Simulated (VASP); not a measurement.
# Sn3SbSe (Pm-3m) in VASP: single point with PBE

Aim: the single point of Sn3SbSe with PBE.

All numbers are computed with VASP 6.6.1; they aren't measurements. Logs are shortened: lines on timing, memory, paths and dates and some standing lists are left out, and cuts for length are marked.

## 1. The cell of the first run

It takes space group Pm-3m (No. 221, cubic). Conventional cell: a = 5.402 Å, b = 5.402 Å, c = 5.402 Å, α = 90.00°, β = 90.00°, γ = 90.00°. Sn (site symmetry 4/mmm) has 2 Se at 2.70 Å within 3.6 Å. Sb (site symmetry m-3m) has 12 Sn at 3.82 Å and 8 Se at 4.68 Å within 5.0 Å. Within 3.6 Å of Se (site symmetry m-3m) lie 6 Sn at 2.70 Å.

## 2. Single point, PBE

File INCAR:

```
PREC = Accurate ; ENCUT = 520
EDIFF = 1E-7 ; ISMEAR = 0
SIGMA = 0.1 ; LREAL = False
LASPH = True ; NELM = 60
ALGO = Normal ; ISIF = 2
LWAVE = False ; LCHARG = False
GGA = PE ; NBANDS = 34
```

File KPOINTS:

```
Automatic mesh
0
Gamma
  4 4 4
```

File POSCAR:

```
Sn3SbSe
1.0
    5.4022316500      0.0000000000      0.0000000000
    0.0000000000      5.4022316500      0.0000000000
    0.0000000000      0.0000000000      5.4022316500
Sn Sb Se
3 1 1
Direct
    0.5000000000      0.0000000000      0.5000000000
    0.0000000000      0.5000000000      0.5000000000
    0.5000000000      0.5000000000      0.0000000000
    0.0000000000      0.0000000000      0.0000000000
    0.5000000000      0.5000000000      0.5000000000
```

Potentials or basis: VASP PAW PBE potentials, release 64 (Sn_d, Sb, Se).

Run with:

```
> cat potpaw_PBE.64/Sn_d/POTCAR potpaw_PBE.64/Sb/POTCAR potpaw_PBE.64/Se/POTCAR > POTCAR
> mpirun -np 1 vasp_std > vasp.out
```

OUTCAR:

```text
PREC = Accurate
   ENCUT = 520
   EDIFF = 1E-7
   ISMEAR = 0
   LREAL = False
   LASPH = True
   NELM = 60
   ISIF = 2
   GGA = PE

 ion  position               nearest neighbor table
   1  0.500  0.000  0.500-   5 2.70   5 2.70
   2  0.000  0.500  0.500-   5 2.70   5 2.70
   3  0.500  0.500  0.000-   5 2.70   5 2.70
   4  0.000  0.000  0.000-
   5  0.500  0.500  0.500-   1 2.70   2 2.70   3 2.70   3 2.70   1 2.70   2 2.70

  LATTYP: Found a simple cubic cell.
 ALAT       =     5.4022316500

  Lattice vectors:

 A1 = (   5.4022316500,   0.0000000000,   0.0000000000)
 A2 = (   0.0000000000,   5.4022316500,   0.0000000000)
 A3 = (   0.0000000000,   0.0000000000,   5.4022316500)

Analysis of symmetry for initial positions (statically):
=====================================================================
 Subroutine PRICEL returns:
 Original cell was already a primitive cell.

 Routine SETGRP: Setting up the symmetry group for a
 simple cubic supercell.

 Subroutine GETGRP returns: Found 48 space group operations
 (whereof 48 operations were pure point group operations)
 out of a pool of 48 trial point group operations.

The static configuration has the point symmetry O_h .

Analysis of symmetry for dynamics (positions and initial velocities):
=====================================================================
 Subroutine PRICEL returns:
 Original cell was already a primitive cell.

 Routine SETGRP: Setting up the symmetry group for a
 simple cubic supercell.

 Subroutine GETGRP returns: Found 48 space group operations
 (whereof 48 operations were pure point group operations)
 out of a pool of 48 trial point group operations.

The dynamic configuration has the point symmetry O_h .

 Subroutine INISYM returns: Found 48 space group operations
 (whereof 48 operations are pure point group operations),
 and found     1 'primitive' translations

----------------------------------------------------------------------------------------

                                     Primitive cell

  volume of cell :     157.6593

  direct lattice vectors                    reciprocal lattice vectors
     5.402231650  0.000000000  0.000000000     0.185108686  0.000000000  0.000000000
     0.000000000  5.402231650  0.000000000     0.000000000  0.185108686  0.000000000
     0.000000000  0.000000000  5.402231650     0.000000000  0.000000000  0.185108686

  length of vectors
     5.402231650  5.402231650  5.402231650     0.185108686  0.185108686  0.185108686

  position of ions in fractional coordinates (direct lattice)
     0.500000000  0.000000000  0.500000000
     0.000000000  0.500000000  0.500000000
     0.500000000  0.500000000  0.000000000
     0.000000000  0.000000000  0.000000000
     0.500000000  0.500000000  0.500000000

  ion indices of the primitive-cell ions
   primitive index   ion index
                 1           1
                 2           2
                 3           3
                 4           4
                 5           5

----------------------------------------------------------------------------------------

 KPOINTS: Automatic mesh

Automatic generation of k-mesh.
 Grid dimensions read from file:
 generate k-points for:    4    4    4

 Generating k-lattice:

  Cartesian coordinates                     Fractional coordinates (reciprocal lattice)
     0.046277171  0.000000000  0.000000000     0.250000000  0.000000000  0.000000000
     0.000000000  0.046277171  0.000000000     0.000000000  0.250000000  0.000000000
     0.000000000  0.000000000  0.046277171     0.000000000  0.000000000  0.250000000

  Length of vectors
     0.046277171  0.046277171  0.046277171

  Shift w.r.t. Gamma in fractional coordinates (k-lattice)
     0.000000000  0.000000000  0.000000000

 Subroutine IBZKPT returns following result:
 ===========================================

 Found     10 irreducible k-points:

 Following reciprocal coordinates:
            Coordinates               Weight
  0.000000  0.000000  0.000000      1.000000
  0.250000  0.000000  0.000000      6.000000
  0.500000  0.000000  0.000000      3.000000
  0.250000  0.250000  0.000000     12.000000
  0.500000  0.250000  0.000000     12.000000
  0.500000  0.500000  0.000000      3.000000
  0.250000  0.250000  0.250000      8.000000
  0.500000  0.250000  0.250000     12.000000
  0.500000  0.500000  0.250000      6.000000
  0.500000  0.500000  0.500000      1.000000
   k-points           NKPTS =     10   k-points in BZ     NKDIM =     10   number of bands    NBANDS=     34
   number of dos      NEDOS =    301   number of ions     NIONS =      5
   total plane-waves  NPLWV =  64000
   dimension x,y,z NGX =    40 NGY =   40 NGZ =   40
   dimension x,y,z NGXF=    80 NGYF=   80 NGZF=   80
   ions per type =               3   1   1
   NGX,Y,Z   is equivalent  to a cutoff of  12.31, 12.31, 12.31 a.u.
   NGXF,Y,Z  is equivalent  to a cutoff of  24.62, 24.62, 24.62 a.u.
 SYSTEM =  unknown system
   PREC   = accura    normal or accurate (medium, high low for compatibility)
   ISTART =      0    job   : 0-new  1-cont  2-samecut
   ICHARG =      2    charge: 1-file 2-atom 10-const
   ISPIN  =      1    spin polarized calculation?
   LNONCOLLINEAR =      F non collinear calculations
   LSORBIT =      F    spin-orbit coupling
   LASPH  =      T    aspherical Exc in radial PAW
   ENCUT  =  520.0 eV  38.22 Ry    6.18 a.u.  10.04 10.04 10.04*2*pi/ulx,y,z
   NELM   =     60;   NELMIN=  2; NELMDL= -5     # of ELM steps
   EDIFF  = 0.1E-06   stopping-criterion for ELM
   LREAL  =      F    real-space projection
   EDIFFG = 0.1E-05   stopping-criterion for IOM
   NSW    =      0    number of steps for IOM
   IBRION =     -1    ionic relax: 0-MD 1-quasi-New 2-CG
   NFREE  =      0    steps in history (QN), initial steepest desc. (CG)
   ISIF   =      2    stress and relaxation
   ISYM   =      2    0-nonsym 1-usesym 2-fastsym
   POTIM  = 0.5000    time-step for ionic-motion
   TEBEG  =    0.0;   TEEND  =   0.0 temperature during run
   PSTRESS=    0.0 pullay stress
   NELECT =      53.0000    total number of electrons
   NUPDOWN=      -1.0000    fix difference up-down
   EMIN   =  10.00;   EMAX   =-10.00  energy-range for DOS
   EFERMI =   0.00;   METHOD = LEGACY
   ISMEAR =     0;   SIGMA  =   0.10  broadening in eV -4-tet -1-fermi 0-gaus
   EFERMI_NEDOS =   21; number of points for ismear=-14 and -15
   IALGO  =     38    algorithm
   IMIX   =      4    mixing-type and parameters
     AMIX     =   0.40;   BMIX     =  1.00
     AMIX_MAG =   1.60;   BMIX_MAG =  1.00
  volume/ion in A,a.u.               =      31.53       212.79
  Fermi-wavevector in a.u.,A,eV,Ry     =   1.138309  2.151093 17.629720  1.295748
  Thomas-Fermi vector in A             =   2.275014
   LORBIT       =      0    0 simple, 1 ext, 2 COOP (PROOUT), +10 PAW based schemes
   GGA     = PE    functional components
   LHFCALC =     F    Hartree Fock is set to
   AEXX    =    0.0000 exact exchange contribution
   IVDW    =     0    specifies the selected vdW correction
   LEPSILON=     F    determine dielectric tensor
   LRPA    =     F    only Hartree local field effects (RPA)
 non-spin polarized calculation
 Gauss-broadening in eV      SIGMA  =   0.10
  energy-cutoff  :      520.00
  volume of cell :      157.66
 maximum number of plane-waves:      4272
   NGX = 21   NGY = 21   NGZ = 21

 number of electron      53.0000023 magnetization

 Free energy of the ion-electron system (eV)
  ---------------------------------------------------
  ext. energy  EPLUGINS =         0.00000000
  ---------------------------------------------------
  free energy    TOTEN  =       -17.11276371 eV

  energy without entropy =      -17.09644875  energy(sigma->0) =      -17.10460623

 E-fermi :   5.8413     XC(G=0):  -9.3174

 val. band max:        5.7952204417   @ k =   0.2500   0.2500   0.2500
 cond. band min:       5.9238386822   @ k =   0.5000   0.2500   0.0000
 fundamental gap:      0.1286182405
 Fermi energy:         5.8412696772

 k-point     1 :       0.0000    0.0000    0.0000
  band No.  band energies     occupation
      1     -16.2155      2.00000
      2     -16.0867      2.00000
      3     -16.0867      2.00000
      4     -16.0867      2.00000
      5     -16.0799      2.00000
      6     -16.0799      2.00000
[... 26 lines left out ...]
     33       9.7230      0.00000
     34       9.7230      0.00000

 k-point     2 :       0.2500    0.0000    0.0000
  band No.  band energies     occupation
      1     -16.1965      2.00000
      2     -16.0913      2.00000
      3     -16.0862      2.00000
      4     -16.0798      2.00000
      5     -16.0769      2.00000
      6     -16.0769      2.00000
[... 26 lines left out ...]
     33       9.9525      0.00000
     34      10.2922      0.00000

 k-point     3 :       0.5000    0.0000    0.0000
  band No.  band energies     occupation
      1     -16.1708      2.00000
      2     -16.1093      2.00000
      3     -16.0858      2.00000
      4     -16.0797      2.00000
      5     -16.0529      2.00000
      6     -16.0529      2.00000
[... 26 lines left out ...]
     33       7.4894      0.00000
     34      10.3349      0.00000
[... 186 lines left out ...]
 k-point     9 :       0.5000    0.5000    0.2500
  band No.  band energies     occupation
      1     -16.1219      2.00000
      2     -16.1164      2.00000
      3     -16.1164      2.00000
      4     -16.0573      2.00000
      5     -16.0542      2.00000
      6     -16.0542      2.00000
[... 26 lines left out ...]
     33       8.7814      0.00000
     34       9.2132      0.00000

 k-point    10 :       0.5000    0.5000    0.5000
  band No.  band energies     occupation
      1     -16.1189      2.00000
      2     -16.1189      2.00000
      3     -16.1189      2.00000
      4     -16.0548      2.00000
      5     -16.0548      2.00000
      6     -16.0548      2.00000
[... 26 lines left out ...]
     33       9.3047      0.00000
     34       9.3047      0.00000

------------------------ aborting loop because EDIFF is reached ----------------------------------------

  FORCE on cell =-STRESS in cart. coord.  units (eV):
  Direction    XX          YY          ZZ          XY          YZ          ZX
  --------------------------------------------------------------------------------------
  -------------------------------------------------------------------------------------
  Total        3.3746551      3.3746551      3.3746551      0.0000000     -0.0000000     -0.0000000
  in kB       34.2941755     34.2941755     34.2941755      0.0000000     -0.0000000     -0.0000000
  external PRESSURE =      34.2941755 kB  Pullay stress =       0.0000000 kB

 VOLUME and BASIS-vectors are now :
 -----------------------------------------------------------------------------
  energy-cutoff  :      520.00
  volume of cell :      157.66
      direct lattice vectors                 reciprocal lattice vectors
     5.402231650  0.000000000  0.000000000     0.185108686  0.000000000  0.000000000
     0.000000000  5.402231650  0.000000000     0.000000000  0.185108686  0.000000000
     0.000000000  0.000000000  5.402231650     0.000000000  0.000000000  0.185108686

 POSITION                                       TOTAL-FORCE (eV/Angst)
 -----------------------------------------------------------------------------------
      2.70112      0.00000      2.70112         0.000000      0.000000      0.000000
      0.00000      2.70112      2.70112         0.000000      0.000000      0.000000
      2.70112      2.70112      0.00000         0.000000      0.000000      0.000000
      0.00000      0.00000      0.00000         0.000000      0.000000      0.000000
      2.70112      2.70112      2.70112         0.000000      0.000000      0.000000
 -----------------------------------------------------------------------------------
    total drift:                               -0.000000     -0.000000     -0.000000

  FREE ENERGIE OF THE ION-ELECTRON SYSTEM (eV)
  ---------------------------------------------------
  free  energy   TOTEN  =       -17.1127637075 eV

  energy  without entropy=      -17.0964487462  energy(sigma->0) =      -17.10460623
```

Run time: 32 s. Hardware: 1 thread of Intel Xeon 6975P-C (Granite Rapids), shared host; peak memory 0.26 GiB.

Results:

```
Free energy : -17.1128 eV
Pressure    : 3.4 GPa
```

Caveat: spin-orbit coupling is left out, which moves the levels of the heavy elements.
